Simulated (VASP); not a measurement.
# ZnO (zincite) (P6_3mc) in VASP: settings compared

ZnO (zincite) is run at these levels: LDA, revPBE+D3(BJ), revPBE; tasks: single point.

Everything below comes from runs of VASP 6.6.1. Logs are shortened: lines on timing, memory, paths and dates and some standing lists are left out, and cuts for length are marked.

**Measured values to compare with.**

From “Electronic structure of alkaline earth and post-transition metal oxides”, 2009, arxiv:0908.1581, for a bulk crystal of ZnO: band gap 3.37 eV.

The results are compared with them further down.

## Step 1: The cell of the first run

It takes space group P6_3mc (No. 186, hexagonal). The conventional cell has a = 3.249 Å, b = 3.249 Å, c = 5.206 Å, α = 90.00°, β = 90.00°, γ = 120.00°. Within 2.6 Å of Zn (site symmetry 3m) lie 4 O at 1.97 to 1.98 Å. O (site symmetry 3m) has 4 Zn at 1.97 to 1.98 Å within 2.6 Å.

## Step 2: Single point, LDA

Contents of INCAR:

```
ALGO     = Normal         # electronic algorithm
EDIFF    = 1E-6           # SCF threshold, eV
ENCUT    = 520            # plane-wave cutoff, eV
GGA      = CA             # functional
ISIF     = 2              # what is computed and relaxed
ISMEAR   = -1             # smearing method
LASPH    = T              # aspherical terms in the spheres
LCHARG   = F              # write CHGCAR
LREAL    = F              # projectors in reciprocal space
LWAVE    = F              # write WAVECAR
NBANDS   = 26             # bands
NELM     = 100            # most SCF steps
PREC     = Accurate       # precision mode
SIGMA    = 0.05           # smearing width, eV
```

Contents of KPOINTS:

```
k-points
0
Gamma
  7 7 4
```

Contents of POSCAR:

```
ZnO
1.0
    3.2493080000      0.0000000000      0.0000000000
   -1.6246540000      2.8139832727      0.0000000000
    0.0000000000      0.0000000000      5.2057090000
Zn O
2 2
Direct
    0.6666666667      0.3333333333      0.0000000000
    0.3333333333      0.6666666667      0.5000000000
    0.3333333333      0.6666666667      0.8790100000
    0.6666666667      0.3333333333      0.3790100000
```

Potentials or basis: VASP PAW LDA potentials, release 64 (Zn, O).

Run with:

```
cat potpaw_LDA.64/Zn/POTCAR potpaw_LDA.64/O/POTCAR > POTCAR
mpirun -np 1 vasp_std > vasp.out
```

OUTCAR:

```text
EDIFF = 1E-6
   ENCUT = 520
   GGA = CA
   ISIF = 2
   ISMEAR = -1
   LASPH = T
   LREAL = F
   NELM = 100
   PREC = Accurate

 ion  position               nearest neighbor table
   1  0.667  0.333  0.000-   4 1.97   3 1.98   3 1.98   3 1.98
   2  0.333  0.667  0.500-   3 1.97   4 1.98   4 1.98   4 1.98
   3  0.333  0.667  0.879-   2 1.97   1 1.98   1 1.98   1 1.98
   4  0.667  0.333  0.379-   1 1.97   2 1.98   2 1.98   2 1.98

  LATTYP: Found a hexagonal cell.
 ALAT       =     3.2493080000
 C/A-ratio  =     1.6020977390

  Lattice vectors:

 A1 = (   3.2493080000,   0.0000000000,   0.0000000000)
 A2 = (  -1.6246540000,   2.8139832727,   0.0000000000)
 A3 = (   0.0000000000,   0.0000000000,   5.2057090000)

Analysis of symmetry for initial positions (statically):
=====================================================================
 Subroutine PRICEL returns:
 Original cell was already a primitive cell.

 Routine SETGRP: Setting up the symmetry group for a
 hexagonal supercell.

 Subroutine GETGRP returns: Found 12 space group operations
 (whereof  6 operations were pure point group operations)
 out of a pool of 24 trial point group operations.

The static configuration has the point symmetry C_3v.
 The point group associated with its full space group is C_6v.

Analysis of symmetry for dynamics (positions and initial velocities):
=====================================================================
 Subroutine PRICEL returns:
 Original cell was already a primitive cell.

 Routine SETGRP: Setting up the symmetry group for a
 hexagonal supercell.

 Subroutine GETGRP returns: Found 12 space group operations
 (whereof  6 operations were pure point group operations)
 out of a pool of 24 trial point group operations.

The dynamic configuration has the point symmetry C_3v.
 The point group associated with its full space group is C_6v.

 Subroutine INISYM returns: Found 12 space group operations
 (whereof  6 operations are pure point group operations),
 and found     1 'primitive' translations

----------------------------------------------------------------------------------------

                                     Primitive cell

  volume of cell :      47.5984

  direct lattice vectors                    reciprocal lattice vectors
     3.249308000  0.000000000  0.000000000     0.307757836  0.177684070  0.000000000
    -1.624654000  2.813983273  0.000000000     0.000000000  0.355368139  0.000000000
     0.000000000  0.000000000  5.205709000     0.000000000  0.000000000  0.192096792

  length of vectors
     3.249308000  3.249308000  5.205709000     0.355368139  0.355368139  0.192096792

  position of ions in fractional coordinates (direct lattice)
     0.666666667  0.333333333  0.000000000
     0.333333333  0.666666667  0.500000000
     0.333333333  0.666666667  0.879010000
     0.666666667  0.333333333  0.379010000

  ion indices of the primitive-cell ions
   primitive index   ion index
                 1           1
                 2           2
                 3           3
                 4           4

----------------------------------------------------------------------------------------

 KPOINTS: k-points

Automatic generation of k-mesh.
 Grid dimensions read from file:
 generate k-points for:    7    7    4

 Generating k-lattice:

  Cartesian coordinates                     Fractional coordinates (reciprocal lattice)
     0.043965405  0.025383439  0.000000000     0.142857143  0.000000000  0.000000000
     0.000000000  0.050766877  0.000000000     0.000000000  0.142857143  0.000000000
     0.000000000  0.000000000  0.048024198     0.000000000  0.000000000  0.250000000

  Length of vectors
     0.050766877  0.050766877  0.048024198

  Shift w.r.t. Gamma in fractional coordinates (k-lattice)
     0.000000000  0.000000000  0.000000000

 Subroutine IBZKPT returns following result:
 ===========================================

 Found     24 irreducible k-points:

 Following reciprocal coordinates:
            Coordinates               Weight
  0.000000  0.000000  0.000000      1.000000
  0.142857  0.000000  0.000000      6.000000
  0.285714  0.000000  0.000000      6.000000
  0.428571 -0.000000  0.000000      6.000000
  0.142857  0.142857  0.000000      6.000000
  0.285714  0.142857  0.000000     12.000000
[... 16 lines left out ...]
  0.428571  0.142857  0.500000      6.000000
  0.285714  0.285714  0.500000      6.000000
   k-points           NKPTS =     24   k-points in BZ     NKDIM =     24   number of bands    NBANDS=     26
   number of dos      NEDOS =    301   number of ions     NIONS =      4
   total plane-waves  NPLWV =  23040
   dimension x,y,z NGX =    24 NGY =   24 NGZ =   40
   dimension x,y,z NGXF=    48 NGYF=   48 NGZF=   80
   ions per type =               2   2
   NGX,Y,Z   is equivalent  to a cutoff of  12.28, 12.28, 12.77 a.u.
   NGXF,Y,Z  is equivalent  to a cutoff of  24.56, 24.56, 25.55 a.u.
 SYSTEM =  unknown system
   PREC   = accura    normal or accurate (medium, high low for compatibility)
   ISTART =      0    job   : 0-new  1-cont  2-samecut
   ICHARG =      2    charge: 1-file 2-atom 10-const
   ISPIN  =      1    spin polarized calculation?
   LNONCOLLINEAR =      F non collinear calculations
   LSORBIT =      F    spin-orbit coupling
   LASPH  =      T    aspherical Exc in radial PAW
   ENCUT  =  520.0 eV  38.22 Ry    6.18 a.u.   6.04  6.04  9.68*2*pi/ulx,y,z
   NELM   =    100;   NELMIN=  2; NELMDL= -5     # of ELM steps
   EDIFF  = 0.1E-05   stopping-criterion for ELM
   LREAL  =      F    real-space projection
   EDIFFG = 0.1E-04   stopping-criterion for IOM
   NSW    =      0    number of steps for IOM
   IBRION =     -1    ionic relax: 0-MD 1-quasi-New 2-CG
   NFREE  =      0    steps in history (QN), initial steepest desc. (CG)
   ISIF   =      2    stress and relaxation
   ISYM   =      2    0-nonsym 1-usesym 2-fastsym
   POTIM  = 0.5000    time-step for ionic-motion
   TEBEG  =    0.0;   TEEND  =   0.0 temperature during run
   PSTRESS=    0.0 pullay stress
   NELECT =      36.0000    total number of electrons
   NUPDOWN=      -1.0000    fix difference up-down
   EMIN   =  10.00;   EMAX   =-10.00  energy-range for DOS
   EFERMI =   0.00;   METHOD = LEGACY
   ISMEAR =    -1;   SIGMA  =   0.05  broadening in eV -4-tet -1-fermi 0-gaus
   EFERMI_NEDOS =   21; number of points for ismear=-14 and -15
   IALGO  =     38    algorithm
   IMIX   =      4    mixing-type and parameters
     AMIX     =   0.40;   BMIX     =  1.00
     AMIX_MAG =   1.60;   BMIX_MAG =  1.00
  volume/ion in A,a.u.               =      11.90        80.30
  Fermi-wavevector in a.u.,A,eV,Ry     =   1.491574  2.818667 30.270160  2.224794
  Thomas-Fermi vector in A             =   2.604212
   LORBIT       =      0    0 simple, 1 ext, 2 COOP (PROOUT), +10 PAW based schemes
   GGA     = CA    functional components
   LHFCALC =     F    Hartree Fock is set to
   AEXX    =    0.0000 exact exchange contribution
   IVDW    =     0    specifies the selected vdW correction
   LEPSILON=     F    determine dielectric tensor
   LRPA    =     F    only Hartree local field effects (RPA)
 non-spin polarized calculation
  energy-cutoff  :      520.00
  volume of cell :       47.60
 maximum number of plane-waves:      1304
   NGX = 13   NGY = 13   NGZ = 19

 number of electron      36.0000017 magnetization

 Free energy of the ion-electron system (eV)
  ---------------------------------------------------
  ext. energy  EPLUGINS =         0.00000000
  ---------------------------------------------------
  free energy    TOTEN  =       -21.12076761 eV

  energy without entropy =      -21.12075801  energy(sigma->0) =      -21.12076281

 E-fermi :   1.2757     XC(G=0): -11.4633

 val. band max:        0.8764150664   @ k =   0.0000   0.0000   0.0000
 cond. band min:       1.6182666557   @ k =   0.0000   0.0000   0.0000
 fundamental gap:      0.7418515893
 Fermi energy:         1.2757358981

 k-point     1 :       0.0000    0.0000    0.0000
  band No.  band energies     occupation
      1     -16.9232      2.00000
      2     -16.1461      2.00000
      3      -4.8893      2.00000
      4      -4.8893      2.00000
      5      -4.8516      2.00000
      6      -4.8209      2.00000
[... 18 lines left out ...]
     25      14.7994      0.00000
     26      14.7994      0.00000

 k-point     2 :       0.1429    0.0000    0.0000
  band No.  band energies     occupation
      1     -16.8080      2.00000
      2     -16.0969      2.00000
      3      -5.0097      2.00000
      4      -4.8281      2.00000
      5      -4.7939      2.00000
      6      -4.7255      2.00000
[... 18 lines left out ...]
     25      14.9096      0.00000
     26      14.9844      0.00000

 k-point     3 :       0.2857    0.0000    0.0000
  band No.  band energies     occupation
      1     -16.5246      2.00000
      2     -15.9986      2.00000
      3      -5.1816      2.00000
      4      -4.8195      2.00000
      5      -4.7110      2.00000
      6      -4.5682      2.00000
[... 18 lines left out ...]
     25      14.0675      0.00000
     26      14.7851      0.00000

 k-point     4 :       0.4286   -0.0000    0.0000
  band No.  band energies     occupation
      1     -16.2480      2.00000
      2     -15.9560      2.00000
      3      -5.1629      2.00000
      4      -4.8959      2.00000
      5      -4.6477      2.00000
      6      -4.3279      2.00000
[... 18 lines left out ...]
     25      13.9254      0.00000
     26      14.8520      0.00000
[... 496 lines left out ...]
      1     -16.1318      2.00000
      2     -16.1318      2.00000
      3      -5.2289      2.00000
      4      -5.2289      2.00000
      5      -4.5711      2.00000
      6      -4.5711      2.00000
[... 18 lines left out ...]
     25      14.5112      0.00000
     26      14.5112      0.00000

 k-point    23 :       0.4286    0.1429    0.5000
  band No.  band energies     occupation
      1     -16.0473      2.00000
      2     -16.0473      2.00000
      3      -5.1979      2.00000
      4      -5.1979      2.00000
      5      -4.5055      2.00000
      6      -4.5055      2.00000
[... 18 lines left out ...]
     25      14.9443      0.00000
     26      14.9443      0.00000

 k-point    24 :       0.2857    0.2857    0.5000
  band No.  band energies     occupation
      1     -16.0286      2.00000
      2     -16.0286      2.00000
      3      -5.0215      2.00000
      4      -5.0215      2.00000
      5      -4.6335      2.00000
      6      -4.6335      2.00000
[... 18 lines left out ...]
     25      15.6730      0.00000
     26      15.6730      0.00000

------------------------ aborting loop because EDIFF is reached ----------------------------------------

  FORCE on cell =-STRESS in cart. coord.  units (eV):
  Direction    XX          YY          ZZ          XY          YZ          ZX
  --------------------------------------------------------------------------------------
  -------------------------------------------------------------------------------------
  Total       -1.9830746     -1.9830746     -1.4507329      0.0000000     -0.0000000      0.0000000
  in kB      -66.7509355    -66.7509355    -48.8321401      0.0000000     -0.0000000      0.0000000
  external PRESSURE =     -60.7780037 kB  Pullay stress =       0.0000000 kB

 VOLUME and BASIS-vectors are now :
 -----------------------------------------------------------------------------
  energy-cutoff  :      520.00
  volume of cell :       47.60
      direct lattice vectors                 reciprocal lattice vectors
     3.249308000  0.000000000  0.000000000     0.307757836  0.177684070  0.000000000
    -1.624654000  2.813983273  0.000000000     0.000000000  0.355368139  0.000000000
     0.000000000  0.000000000  5.205709000     0.000000000  0.000000000  0.192096792

 POSITION                                       TOTAL-FORCE (eV/Angst)
 -----------------------------------------------------------------------------------
      1.62465      0.93799      0.00000         0.000000      0.000000     -0.055813
     -0.00000      1.87599      2.60285         0.000000      0.000000     -0.055813
     -0.00000      1.87599      4.57587        -0.000000      0.000000      0.055813
      1.62465      0.93799      1.97302         0.000000     -0.000000      0.055813
 -----------------------------------------------------------------------------------
    total drift:                               -0.000000     -0.000001     -0.000214

  FREE ENERGIE OF THE ION-ELECTRON SYSTEM (eV)
  ---------------------------------------------------
  free  energy   TOTEN  =       -21.1207676060 eV

  energy  without entropy=      -21.1207580143  energy(sigma->0) =      -21.12076281
```

It took 25 s on 1 thread of AMD EPYC 7R43 (Zen 3), shared host; peak memory 0.12 GiB.

Results:

```yaml
Free_energy: -21.1208 eV
Pressure: -6.1 GPa
Largest_force: 0.056 eV/Å
Band_gap_on_the_k_mesh: 0.74 eV, direct
```

Forces in eV/Å, atoms in the order of the input:
```
Zn   0.000  0.000 -0.056
Zn   0.000  0.000 -0.056
O    0.000  0.000  0.056
O    0.000  0.000  0.056
```

A hybrid or GW would open this gap; LDA tends to underestimate it.

(Part 1 of 3 ends here.)
